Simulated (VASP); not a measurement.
Input of a VASP 6.6.1 run:

The input INCAR:

```
PREC     = Accurate       # precision mode
ENCUT    = 520            # plane-wave cutoff, eV
EDIFF    = 1E-7           # SCF threshold, eV
ISMEAR   = -1             # smearing method
SIGMA    = 0.02           # smearing width, eV
LREAL    = F              # projectors in reciprocal space
LASPH    = T              # aspherical terms in the spheres
NELM     = 100            # most SCF steps
ALGO     = Normal         # electronic algorithm
ISIF     = 2              # what is computed and relaxed
LWAVE    = F              # write WAVECAR
LCHARG   = F              # write CHGCAR
GGA      = PE             # functional
NBANDS   = 26             # bands
```

Contents of KPOINTS:

```
regular mesh
0
Gamma
  12 12 4
```

POSCAR

```
BN
1.0
    2.5584475413      0.0000000000      0.0000000000
   -1.2792237707      2.2156805650      0.0000000000
    0.0000000000      0.0000000000      8.4089442510
B N
4 4
Direct
    0.0000000000      0.0000000000      0.0003724738
    0.3333333333      0.6666666667      0.2497003559
    0.0000000000      0.0000000000      0.5003724738
    0.6666666667      0.3333333333      0.7497003559
    0.0000000000      0.0000000000      0.1870105300
    0.3333333333      0.6666666667      0.4379166404
    0.0000000000      0.0000000000      0.6870105300
    0.6666666667      0.3333333333      0.9379166404
```

Potentials or basis: VASP PAW PBE potentials, release 64 (B, N).

The run is started by

```sh
$ cat potpaw_PBE.64/B/POTCAR potpaw_PBE.64/N/POTCAR > POTCAR
$ mpirun -np 1 vasp_std > vasp.out
```

Q: Predict the band gap on the k mesh.

A: 5.49 eV, indirect (least direct gap 7.50 eV).

Q: Predict the pressure.

A: 0.3 GPa.

Forces in eV/Å, atoms in the order of the input:
```
B    0.000  0.000  0.002
B    0.000  0.000 -0.001
B    0.000  0.000  0.002
B    0.000  0.000 -0.001
N    0.000  0.000 -0.003
N    0.000  0.000  0.002
N    0.000  0.000 -0.003
N    0.000  0.000  0.002
```

A k mesh can miss the band edges. A hybrid or GW would open this gap; PBE tends to underestimate it.
